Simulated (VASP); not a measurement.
# Ga16HO24 (a cell with a defect) in VASP: further runs, part 2 of 2

VASP 6.6.1. Earlier steps stand in the parts before.

## (3) Single point, PBE, collinear spin

Input file INCAR:

```
ALGO = Normal ; EDIFF = 1E-7
ENCUT = 520 ; GGA = PE
ISIF = 2 ; ISMEAR = -1
ISPIN = 2 ; LASPH = True
LCHARG = False ; LORBIT = 11
LREAL = Auto ; LWAVE = False
MAGMOM = 0.01 0.01 0.01 0.01 0.01 0.01 0.01 0.01 0.01 0.01 0.01 0.01 0.01 0.01 0.01 0.01 0.01 0.01 0.01 0.01 0.01 0.01 0.01 0.01 0.01 0.01 0.01 0.01 0.01 0.01 0.01 0.01 0.01 0.01 0.01 0.01 0.01 0.01 0.01 0.01 0 ; NBANDS = 206
NELM = 150 ; NUPDOWN = 1.0
PREC = Accurate ; SIGMA = 0.01
```

Input file KPOINTS:

```
k-points
0
Gamma
  1 1 1
```

Input file POSCAR:

```
Ga16HO24
1.0
    2.5289754500      1.4601046700      4.5413080100
   -5.0579508900      2.9202093400      9.0826160100
    0.0000000000     -5.8404185800      9.0826160400
Ga O H
16 24 1
Direct
    0.8267949789      0.4505140123      0.4269202098
    0.6785175706      0.3262011985      0.3151924125
    0.1448322295      0.0670116543      0.0748484396
    0.3689111558      0.1722493376      0.1690401035
    0.8618690193      0.4274803152      0.9269989339
    0.6543344850      0.3214732687      0.8182945980
    0.1392799836      0.0609857687      0.5785509994
    0.3695981523      0.1673803727      0.6907329847
    0.8593220444      0.9316873540      0.4254466678
    0.6440520910      0.8257127548      0.3215599877
    0.1550724879      0.5713160756      0.0690464767
    0.3616606023      0.6780530566      0.1767688491
    0.8608125629      0.9267573868      0.9277712917
    0.6495478089      0.8195979667      0.8189514045
    0.1351243589      0.5721883987      0.5751688482
    0.3593006112      0.6739504957      0.6806187747
    0.7594637361      0.2125434388      0.0319908237
    0.4483685357      0.0243042763      0.3786081257
    0.0758311148      0.3670768612      0.2217518232
    0.2616929715      0.2948896223      0.4306287975
    0.9531407319      0.1310351490      0.2679843767
    0.5622035585      0.4793738714      0.1188762618
    0.7487418850      0.2185603646      0.5323837161
    0.4564182200      0.0153748426      0.8834049747
    0.0608850608      0.3670406631      0.7222732214
    0.2603155673      0.2835257122      0.9589288555
    0.9603234144      0.1295645398      0.7643722067
    0.5491667550      0.4799489285      0.6227058605
    0.7578167590      0.7124455393      0.0353410485
    0.4497182190      0.5212805940      0.3798506643
    0.0535987345      0.8692928868      0.2296993099
    0.2515881684      0.7861118362      0.4635543281
    0.9494126874      0.6337230290      0.2681718607
    0.5566045925      0.9772824434      0.1193519817
    0.7475701816      0.7155076389      0.5354609671
    0.4586682786      0.5185139132      0.8785039569
    0.0518583564      0.8661890715      0.7307537730
    0.2557615088      0.7847693379      0.9627902950
    0.9528051532      0.6275760444      0.7697142279
    0.5508001276      0.9826883256      0.6181352282
    0.2835011329      0.2805158357      0.3409334639
```

Potentials or basis: VASP PAW PBE potentials, release 64 (Ga_d, O, H).

Command:

```sh
cat potpaw_PBE.64/Ga_d/POTCAR potpaw_PBE.64/O/POTCAR potpaw_PBE.64/H/POTCAR > POTCAR
mpirun -np 1 vasp_gam > vasp.out
```

It took 10 min on 1 thread of Intel Xeon Platinum 8559C (Emerald Rapids), shared host; peak memory 0.78 GiB.

It converged, with:

- Free energy: -237.9934 eV
- Pressure: 6.6 GPa
- Largest force: 0.122 eV/Å
- Net moment: 1.00 μB per cell
- Site moments: Ga +0.04, +0.03 (each value once); O +0.01; H +0.00 μB
- Valence electrons inside the program's atomic spheres: Ga 11.65, 11.62, 11.64, 11.60, 11.61, 11.63 (each value once); O 5.07, 5.05, 5.15, 5.06, 5.04, 5.08 (each value once); H 0.71

Forces on the atoms (eV/Å):
```
Ga   0.008 -0.017  0.008
Ga  -0.005 -0.010 -0.007
Ga  -0.001  0.013 -0.009
Ga  -0.004  0.002  0.017
Ga   0.009  0.003  0.004
Ga   0.000 -0.006 -0.011
Ga  -0.007  0.017  0.010
Ga  -0.015  0.019 -0.011
Ga   0.010 -0.008  0.004
Ga   0.001 -0.005 -0.009
Ga  -0.007  0.003 -0.008
Ga  -0.005  0.007  0.009
Ga   0.010 -0.004  0.011
Ga   0.007 -0.010 -0.010
Ga  -0.004  0.011 -0.008
Ga  -0.006  0.004  0.010
O   -0.001  0.000  0.004
O    0.001 -0.005  0.006
O    0.009 -0.004  0.023
O    0.007 -0.067  0.080
O   -0.019 -0.004 -0.004
O   -0.003 -0.006  0.004
O   -0.003  0.013  0.012
O    0.006 -0.012  0.001
O    0.005 -0.005  0.003
O   -0.004  0.000 -0.004
O   -0.006  0.002  0.000
O   -0.010  0.001 -0.001
O   -0.003  0.000 -0.005
O   -0.007 -0.007 -0.013
O    0.006 -0.010 -0.003
O   -0.006  0.004 -0.004
O   -0.002  0.015  0.001
O   -0.001  0.008 -0.006
O    0.002 -0.001  0.005
O    0.009 -0.006 -0.005
O    0.005 -0.002 -0.001
O   -0.005 -0.001  0.003
O   -0.004  0.003  0.001
O    0.000  0.005  0.004
H    0.031  0.063 -0.100
```

Stress tensor (GPa, compression positive):
```
 6.04 -2.14 -1.12
-2.14  8.97 -0.53
-1.12 -0.53  4.76
```

Caveat: the k points lie up to 1.17 Å⁻¹ apart, too coarse for converged energies, forces and pressures; the total moment is fixed, so each spin has its own Fermi level and the state may be an excited one.

## (4) Single point, PBE, collinear spin

Input file INCAR:

```
SYSTEM = Ga16HO24
PREC = Accurate ; ENCUT = 520
EDIFF = 1E-6 ; ISMEAR = -1
SIGMA = 0.01 ; LREAL = Auto
LASPH = .True. ; NELM = 150
ALGO = Normal ; ISIF = 2
LWAVE = .False. ; LCHARG = .True.
ISPIN = 2 ; MAGMOM = 0.01 0.01 0.01 0.01 0.01 0.01 0.01 0.01 0.01 0.01 0.01 0.01 0.01 0.01 0.01 0.01 0.01 0.01 0.01 0.01 0.01 0.01 0.01 0.01 0.01 0.01 0.01 0.01 0.01 0.01 0.01 0.01 0.01 0.01 0.01 0.01 0.01 0.01 0.01 0.01 0
LORBIT = 11 ; NUPDOWN = 1.0
GGA = PE ; LELF = .True.
LVHAR = .True. ; NBANDS = 206
```

Input file KPOINTS:

```
Automatic mesh
0
Gamma
  1 1 1
  0 0 0
```

Input file POSCAR:

```
Ga16HO24
1.0
    2.5289754500      1.4601046700      4.5413080100
   -5.0579508900      2.9202093400      9.0826160100
    0.0000000000     -5.8404185800      9.0826160400
Ga O H
16 24 1
Direct
    0.8453025785      0.4265540564      0.4288895304
    0.6341219185      0.3210003022      0.3222055799
    0.1251555628      0.0686498057      0.0766011921
    0.3388015161      0.1824222371      0.1715238014
    0.8507084708      0.4331912044      0.9274978048
    0.6341975369      0.3279409068      0.8211031142
    0.1243015458      0.0826124189      0.5872041152
    0.3537328534      0.1762213041      0.6869478676
    0.8504335008      0.9212798911      0.4323215938
    0.6735096084      0.8102864884      0.3007403788
    0.1422757476      0.5656541424      0.0739907572
    0.3637728270      0.6725076267      0.1776457358
    0.8527266622      0.9276878911      0.9280516373
    0.6385721217      0.8251189681      0.8202061528
    0.1379769244      0.5608955714      0.5804245349
    0.3539382826      0.6810359180      0.6788849692
    0.7360247083      0.2144031133      0.0389729066
    0.3938145161      0.0349205136      0.3890715354
    0.0393227386      0.3681756271      0.2308987277
    0.2380432418      0.2888162709      0.4681445317
    0.9295422927      0.1263817407      0.2734698139
    0.5480151736      0.4779209947      0.1209598006
    0.7384380053      0.2170399853      0.5415486799
    0.4420492008      0.0198690297      0.8845182512
    0.0430843531      0.3687462199      0.7346034812
    0.2423832747      0.2876677498      0.9649847736
    0.9403375194      0.1315917287      0.7782588759
    0.5424927914      0.4849188940      0.6187063294
    0.7502259584      0.7132340960      0.0368475806
    0.4403824660      0.5236344723      0.3821587000
    0.0385794132      0.8665086878      0.2339843842
    0.2572995701      0.8113422580      0.4589420274
    0.9596246520      0.6189983363      0.2693202786
    0.5442276652      0.9793275008      0.1206423240
    0.7564611292      0.7161941077      0.5337299215
    0.4468483269      0.5230101094      0.8788680580
    0.0458351994      0.8741180352      0.7306821902
    0.2463139635      0.7866974301      0.9671262897
    0.9479387150      0.6337732034      0.7676785681
    0.5466240096      0.9816065456      0.6198795210
    0.2877042702     -0.0428592465      0.4305447191
```

Command:

```sh
cat potpaw_PBE.64/Ga_d/POTCAR potpaw_PBE.64/O/POTCAR potpaw_PBE.64/H/POTCAR > POTCAR
mpirun -np 1 vasp_gam > vasp.out
```

It took 8.9 min on 1 thread of Intel Xeon Platinum 8559C (Emerald Rapids), shared host; peak memory 0.78 GiB.

Results (log left out):

```
Free energy                                           : -237.9043 eV
Pressure                                              : 6.6 GPa
Largest force                                         : 0.107 eV/Å
Net moment                                            : 1.00 μB per cell
Site moments                                          : Ga +0.03, +0.04 (each value once); O +0.01; H +0.00 μB
Valence electrons inside the program's atomic spheres : Ga 11.63, 11.59, 11.60, 11.62, 11.61, 11.68, 11.58, 11.70, 11.64 (each value once); O 5.07, 5.14, 5.06, 5.05, 5.09 (each value once); H 0.68
```

Forces on the atoms (eV/Å):
```
Ga   0.007  0.000  0.008
Ga   0.004 -0.018 -0.007
Ga  -0.011  0.014  0.000
Ga   0.000 -0.005  0.011
Ga   0.008 -0.016 -0.004
Ga   0.003 -0.005 -0.015
Ga  -0.005  0.005 -0.009
Ga  -0.001  0.012 -0.001
Ga  -0.022 -0.010 -0.019
Ga   0.008 -0.012  0.001
Ga  -0.004  0.013 -0.008
Ga  -0.003  0.000  0.007
Ga   0.002 -0.011  0.003
Ga   0.009 -0.013 -0.008
Ga   0.002  0.016 -0.008
Ga  -0.009  0.007 -0.004
O   -0.008  0.014  0.006
O    0.014  0.058  0.068
O   -0.004  0.001  0.002
O    0.005 -0.006  0.013
O    0.008  0.003  0.006
O    0.006  0.000  0.002
O   -0.006  0.013 -0.013
O   -0.006 -0.005  0.007
O    0.001  0.003  0.008
O    0.009 -0.007 -0.011
O   -0.004 -0.009  0.012
O    0.005 -0.001  0.014
O   -0.006  0.013 -0.001
O   -0.006  0.005 -0.001
O    0.003  0.005  0.008
O   -0.001 -0.017  0.018
O    0.001 -0.006  0.003
O   -0.002 -0.002  0.004
O   -0.022  0.011 -0.013
O   -0.004  0.003  0.004
O    0.010  0.011 -0.004
O    0.006 -0.015 -0.007
O   -0.003  0.006  0.006
O    0.002  0.004  0.006
H    0.014 -0.062 -0.086
```

Stress tensor (GPa, compression positive):
```
 7.04 -2.06 -1.80
-2.06  8.21 -1.33
-1.80 -1.33  4.63
```

Caveat: the k points lie up to 1.17 Å⁻¹ apart, too coarse for converged energies, forces and pressures; the total moment is fixed, so each spin has its own Fermi level and the state may be an excited one.
